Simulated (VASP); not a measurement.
# CdS (I-4m2) in VASP: single point with HSE06

Aim: the single point of CdS with HSE06.

All numbers are computed with VASP 6.6.1; they aren't measurements. Logs are shortened: lines on timing, memory, paths and dates and some standing lists are left out, and cuts for length are marked.

**1. The cell of the first run**

The structure is tetragonal, space group I-4m2 (No. 119). The conventional cell has a = 4.115 Å, b = 4.115 Å, c = 5.963 Å, α = 90.00°, β = 90.00°, γ = 90.00°. Within 3.4 Å of Cd (site symmetry -4m2) lie 4 S at 2.54 Å. S (site symmetry -4m2) has 4 Cd at 2.54 Å within 3.4 Å.

**2. Single point, HSE06 (epitaxial xy strain -1.0%)**

Input file POSCAR:

```
CdS
1.0
    0.0000000000      2.9098226932      2.9816746343
    2.9098226932      0.0000000000      2.9816746343
    2.9098226932      2.9098226932      0.0000000000
Cd S
1 1
Direct
    0.0000000000      0.0000000000      0.0000000000
    0.2500000000      0.2500000000      0.2500000000
```

Input file INCAR.step1:

```
SYSTEM = CdS
ALGO     = Normal         ! electronic algorithm
EDIFF    = 1E-5           ! SCF threshold, eV
ENCUT    = 520            ! plane-wave cutoff, eV
GGA      = PE             ! functional
ISIF     = 2              ! what is computed and relaxed
ISMEAR   = 0              ! smearing method
KPAR     = 4            
LASPH    = .True.         ! aspherical terms in the spheres
LREAL    = .False.        ! projectors in reciprocal space
LWAVE    = .True.         ! write WAVECAR
NBANDS   = 16             ! bands
NELM     = 80             ! most SCF steps
PREC     = Accurate       ! precision mode
SIGMA    = 0.01           ! smearing width, eV
```

Input file INCAR.step2:

```
SYSTEM = CdS
ALGO     = Normal         ! electronic algorithm
EDIFF    = 1E-6           ! SCF threshold, eV
ENCUT    = 520            ! plane-wave cutoff, eV
GGA      = PE             ! functional
HFSCREEN = 0.2079         ! screening, 1/A
ISIF     = 2              ! what is computed and relaxed
ISMEAR   = 0              ! smearing method
ISTART   = 1            
KPAR     = 4            
LASPH    = .True.         ! aspherical terms in the spheres
LCHARG   = .True.         ! write CHGCAR
LHFCALC  = .True.         ! exact exchange
LREAL    = .False.        ! projectors in reciprocal space
LVHAR    = .True.       
LWAVE    = .False.        ! write WAVECAR
NBANDS   = 16             ! bands
NELM     = 80             ! most SCF steps
PREC     = Accurate       ! precision mode
PRECFOCK = Normal       
SIGMA    = 0.01           ! smearing width, eV
```

Input file KPOINTS:

```
k-points
0
Gamma
  6 6 6
  0 0 0
```

Potentials or basis: VASP PAW PBE potentials, release 64 (Cd, S).

The run is started by

```bash
$ cat potpaw_PBE.64/Cd/POTCAR potpaw_PBE.64/S/POTCAR > POTCAR
$ cp INCAR.step1 INCAR
$ mpirun -np 4 vasp_std > vasp.out
$ cp INCAR.step2 INCAR
$ mpirun -np 4 vasp_std > vasp.out
```

OUTCAR:

```text
SYSTEM = CdS
   EDIFF = 1E-6
   ENCUT = 520
   GGA = PE
   HFSCREEN = 0.2079
   ISIF = 2
   ISMEAR = 0
   ISTART = 1
   LASPH = .True.
   LHFCALC = .True.
   LREAL = .False.
   NELM = 80
   PREC = Accurate
   PRECFOCK = Normal

 ion  position               nearest neighbor table
   1  0.000  0.000  0.000-   2 2.54   2 2.54   2 2.54   2 2.54
   2  0.250  0.250  0.250-   1 2.54   1 2.54   1 2.54   1 2.54

  LATTYP: Found a body centered tetragonal cell.
 ALAT       =     4.1151107168
 C/A-ratio  =     1.4491345869

  Lattice vectors:

 A1 = (  -2.9098226932,   0.0000000000,   2.9816746343)
 A2 = (   2.9098226932,   0.0000000000,   2.9816746343)
 A3 = (   0.0000000000,   2.9098226932,  -2.9816746343)

Analysis of symmetry for initial positions (statically):
=====================================================================
 Subroutine PRICEL returns:
 Original cell was already a primitive cell.

 Routine SETGRP: Setting up the symmetry group for a
 body centered tetragonal supercell.

 Subroutine GETGRP returns: Found  8 space group operations
 (whereof  8 operations were pure point group operations)
 out of a pool of 16 trial point group operations.

The static configuration has the point symmetry D_2d.

Analysis of symmetry for dynamics (positions and initial velocities):
=====================================================================
 Subroutine PRICEL returns:
 Original cell was already a primitive cell.

 Routine SETGRP: Setting up the symmetry group for a
 body centered tetragonal supercell.

 Subroutine GETGRP returns: Found  8 space group operations
 (whereof  8 operations were pure point group operations)
 out of a pool of 16 trial point group operations.

The dynamic configuration has the point symmetry D_2d.

 Subroutine INISYM returns: Found  8 space group operations
 (whereof  8 operations are pure point group operations),
 and found     1 'primitive' translations

----------------------------------------------------------------------------------------

                                     Primitive cell

  volume of cell :      50.4921

  direct lattice vectors                    reciprocal lattice vectors
     0.000000000  2.909822693  2.981674634    -0.171831776  0.171831776  0.167691000
     2.909822693  0.000000000  2.981674634     0.171831776 -0.171831776  0.167691000
     2.909822693  2.909822693  0.000000000     0.171831776  0.171831776 -0.167691000

  length of vectors
     4.166227518  4.166227518  4.115110717     0.295250046  0.295250046  0.295250046

  position of ions in fractional coordinates (direct lattice)
     0.000000000  0.000000000  0.000000000
     0.250000000  0.250000000  0.250000000

  ion indices of the primitive-cell ions
   primitive index   ion index
                 1           1
                 2           2

----------------------------------------------------------------------------------------

 KPOINTS: k-points

Automatic generation of k-mesh.
 Grid dimensions read from file:
 generate k-points for:    6    6    6

 Generating k-lattice:

  Cartesian coordinates                     Fractional coordinates (reciprocal lattice)
    -0.028638629  0.028638629  0.027948500     0.166666667  0.000000000  0.000000000
     0.028638629 -0.028638629  0.027948500     0.000000000  0.166666667  0.000000000
     0.028638629  0.028638629 -0.027948500    -0.000000000 -0.000000000  0.166666667

  Length of vectors
     0.049208341  0.049208341  0.049208341

  Shift w.r.t. Gamma in fractional coordinates (k-lattice)
     0.000000000  0.000000000  0.000000000

 Subroutine IBZKPT returns following result:
 ===========================================

 Found     30 irreducible k-points:

 Following reciprocal coordinates:
            Coordinates               Weight
  0.000000  0.000000  0.000000      1.000000
  0.166667  0.000000  0.000000      8.000000
  0.333333  0.000000  0.000000      8.000000
  0.500000  0.000000  0.000000      4.000000
  0.166667  0.166667  0.000000      2.000000
  0.333333  0.166667  0.000000      8.000000
[... 16 lines left out ...]
  0.333333  0.000000  0.333333      4.000000
  0.500000  0.000000  0.333333     16.000000
 [... further k-points ...]
   k-points           NKPTS =     30   k-points in BZ     NKDIM =    216   number of bands    NBANDS=     16
   number of dos      NEDOS =    301   number of ions     NIONS =      2
   total plane-waves  NPLWV =  32768
   dimension x,y,z NGX =    32 NGY =   32 NGZ =   32
   dimension x,y,z NGXF=    64 NGYF=   64 NGZF=   64
   ions per type =               1   1
   NGX,Y,Z   is equivalent  to a cutoff of  12.77, 12.77, 12.93 a.u.
   NGXF,Y,Z  is equivalent  to a cutoff of  25.54, 25.54, 25.86 a.u.
 SYSTEM =  CdS
   PREC   = accura    normal or accurate (medium, high low for compatibility)
   ISTART =      1    job   : 0-new  1-cont  2-samecut
   ICHARG =      0    charge: 1-file 2-atom 10-const
   ISPIN  =      1    spin polarized calculation?
   LNONCOLLINEAR =      F non collinear calculations
   LSORBIT =      F    spin-orbit coupling
   LASPH  =      T    aspherical Exc in radial PAW
   ENCUT  =  520.0 eV  38.22 Ry    6.18 a.u.   7.75  7.75  7.65*2*pi/ulx,y,z
   NELM   =     80;   NELMIN=  2; NELMDL=  0     # of ELM steps
   EDIFF  = 0.1E-05   stopping-criterion for ELM
   LREAL  =      F    real-space projection
   EDIFFG = 0.1E-04   stopping-criterion for IOM
   NSW    =      0    number of steps for IOM
   IBRION =     -1    ionic relax: 0-MD 1-quasi-New 2-CG
   NFREE  =      0    steps in history (QN), initial steepest desc. (CG)
   ISIF   =      2    stress and relaxation
   ISYM   =      3    0-nonsym 1-usesym 2-fastsym
   POTIM  = 0.5000    time-step for ionic-motion
   TEBEG  =    0.0;   TEEND  =   0.0 temperature during run
   PSTRESS=    0.0 pullay stress
   NELECT =      18.0000    total number of electrons
   NUPDOWN=      -1.0000    fix difference up-down
   EMIN   =  10.00;   EMAX   =-10.00  energy-range for DOS
   EFERMI =   0.00;   METHOD = LEGACY
   ISMEAR =     0;   SIGMA  =   0.01  broadening in eV -4-tet -1-fermi 0-gaus
   EFERMI_NEDOS =   21; number of points for ismear=-14 and -15
   IALGO  =     38    algorithm
   IMIX   =      1    mixing-type and parameters
     AMIX     =   0.40;   BMIX     =  1.00
     AMIX_MAG =   1.60;   BMIX_MAG =  1.00
  volume/ion in A,a.u.               =      25.25       170.37
  Fermi-wavevector in a.u.,A,eV,Ry     =   1.160801  2.193596 18.333303  1.347460
  Thomas-Fermi vector in A             =   2.297380
   LORBIT       =      0    0 simple, 1 ext, 2 COOP (PROOUT), +10 PAW based schemes
   GGA     = PE    functional components
   LHFCALC =     T    Hartree Fock is set to
   PRECFOCK=normal    Normal, Fast or Accurate (Low or Medium for compatibility)
   ENCUT4O =  -1.0   cutoff for four orbital integrals eV
   NKREDX  =     1    reduce k-point grid by
   NKREDY  =     1    reduce k-point grid by
   NKREDZ  =     1    reduce k-point grid by
   AEXX    =    0.2500 exact exchange contribution
   HFSCREEN=    0.2079 screening length (either q_TF or 0.3 A-1)
   HFSCREENC=   0.2079 screening length for correlation (either q_TF or 0.3 A-1)
   ENCUTFOCK=  -1.0 apply spherical cutoff to Coloumb kernel
   IVDW    =     0    specifies the selected vdW correction
   LEPSILON=     F    determine dielectric tensor
   LRPA    =     F    only Hartree local field effects (RPA)
 non-spin polarized calculation
 Gauss-broadening in eV      SIGMA  =   0.01
  energy-cutoff  :      520.00
  volume of cell :       50.49
 maximum number of plane-waves:      1379
  NGX = 24; NGY = 24; NGZ = 24

 number of electron      18.0000004 magnetization

 Free energy of the ion-electron system (eV)
  ---------------------------------------------------
  ext. energy  EPLUGINS =         0.00000000
  ---------------------------------------------------
  free energy    TOTEN  =        -7.61774552 eV

  energy without entropy =       -7.61774552  energy(sigma->0) =       -7.61774552

 E-fermi :   0.6591     XC(G=0):  -7.5289

 val. band max:        0.5426539294   @ k =   0.0000   0.0000   0.0000
 cond. band min:       2.6406260616   @ k =   0.0000   0.0000   0.0000
 fundamental gap:      2.0979721322
 Fermi energy:         0.6591414111

 k-point     1 :       0.0000    0.0000    0.0000
  band No.  band energies     occupation
      1     -12.9309      2.00000
      2      -8.2876      2.00000
      3      -8.2734      2.00000
      4      -8.2734      2.00000
      5      -7.8224      2.00000
      6      -7.8151      2.00000
[... 8 lines left out ...]
     15      13.2160      0.00000
     16      13.4566      0.00000

 k-point     2 :       0.1667    0.0000    0.0000
  band No.  band energies     occupation
      1     -12.8208      2.00000
      2      -8.2477      2.00000
      3      -8.2373      2.00000
      4      -8.1659      2.00000
      5      -7.8213      2.00000
      6      -7.8175      2.00000
[... 8 lines left out ...]
     15      12.5200      0.00000
     16      13.5096      0.00000

 k-point     3 :       0.3333    0.0000    0.0000
  band No.  band energies     occupation
      1     -12.6017      2.00000
      2      -8.1896      2.00000
      3      -8.1768      2.00000
      4      -7.8078      2.00000
      5      -7.8071      2.00000
      6      -7.7745      2.00000
[... 8 lines left out ...]
     15      12.8787      0.00000
     16      12.9395      0.00000

 k-point     4 :       0.5000    0.0000    0.0000
  band No.  band energies     occupation
      1     -12.4942      2.00000
      2      -8.1697      2.00000
      3      -8.1548      2.00000
      4      -7.7916      2.00000
      5      -7.7812      2.00000
      6      -7.4188      2.00000
[... 8 lines left out ...]
     15      14.3787      0.00000
     16      14.5166      0.00000
[... 324 lines left out ...]
 k-point    22 :      -0.3333    0.5000    0.1667
  band No.  band energies     occupation
      1     -12.3679      2.00000
      2      -8.0449      2.00000
      3      -8.0218      2.00000
      4      -7.8897      2.00000
      5      -7.7840      2.00000
      6      -7.2236      2.00000
[... 8 lines left out ...]
     15      15.1386      0.00000
     16      15.1770      0.00000

 k-point    23 :       0.3333    0.0000    0.3333
  band No.  band energies     occupation
      1     -12.4943      2.00000
      2      -8.0554      2.00000
      3      -8.0334      2.00000
      4      -8.0332      2.00000
      5      -7.7606      2.00000
      6      -7.6596      2.00000
[... 8 lines left out ...]
     15      13.8894      0.00000
     16      17.1656      0.00000

 k-point    24 :       0.5000    0.0000    0.3333
  band No.  band energies     occupation
      1     -12.3921      2.00000
      2      -8.0682      2.00000
      3      -8.0016      2.00000
      4      -7.9459      2.00000
      5      -7.7585      2.00000
      6      -7.3408      2.00000
[... 8 lines left out ...]
     15      14.5966      0.00000
     16      15.6393      0.00000

 [... further k-points ...]
[... 5 lines left out ...]
  --------------------------------------------------------------------------------------
  -------------------------------------------------------------------------------------
  Total        0.3214971      0.3214971      0.1577128      0.0000000      0.0000000      0.0000000
  in kB       10.2015058     10.2015058      5.0044264      0.0000000      0.0000000      0.0000000
  external PRESSURE =       8.4691460 kB  Pullay stress =       0.0000000 kB

 VOLUME and BASIS-vectors are now :
 -----------------------------------------------------------------------------
  energy-cutoff  :      520.00
  volume of cell :       50.49
      direct lattice vectors                 reciprocal lattice vectors
     0.000000000  2.909822693  2.981674634    -0.171831776  0.171831776  0.167691000
     2.909822693  0.000000000  2.981674634     0.171831776 -0.171831776  0.167691000
     2.909822693  2.909822693  0.000000000     0.171831776  0.171831776 -0.167691000

 POSITION                                       TOTAL-FORCE (eV/Angst)
 -----------------------------------------------------------------------------------
      0.00000      0.00000      0.00000        -0.000000     -0.000000      0.000000
      1.45491      1.45491      1.49084         0.000000      0.000000     -0.000000
 -----------------------------------------------------------------------------------
    total drift:                               -0.000002     -0.000000      0.000008

  FREE ENERGIE OF THE ION-ELECTRON SYSTEM (eV)
  ---------------------------------------------------
  free  energy   TOTEN  =        -7.6177455245 eV

  energy  without entropy=       -7.6177455245  energy(sigma->0) =       -7.61774552
```

Wall time 36 min (4 MPI ranks of Oxide Virtual Turin-like, shared host); peak memory 0.28 GiB.

Results:

```
Free energy            : -7.6177 eV
Pressure               : 0.8 GPa
Band gap on the k mesh : 2.10 eV
```

Stress tensor (GPa, compression positive):
```
1.02 0.00 0.00
0.00 1.02 0.00
0.00 0.00 0.50
```

Levels at points of the mesh, in eV from the valence-band top:
| k point | band 7 | band 8 | band 9 | band 10 | band 11 | band 12 |
| --- | --- | --- | --- | --- | --- | --- |
| (0.00, 0.00, 0.00) | -0.08 | 0.00 | 0.00 | 2.10 | 7.68 | 7.69 |
| (0.50, 0.00, 0.00) | -4.60 | -0.86 | -0.75 | 4.05 | 8.03 | 8.23 |
| (0.50, 0.50, 0.00) | -4.26 | -1.90 | -1.90 | 4.51 | 5.57 | 10.27 |
| (0.50, 0.00, 0.50) | -4.11 | -2.03 | -1.98 | 4.42 | 5.35 | 10.52 |

Caveat: the cell differs from its parent crystal (epitaxial xy strain -1.0%); the structure was generated, so it needn't be the stable form of CdS; the PAW data sets were made with another functional, which shifts forces and pressure a little.
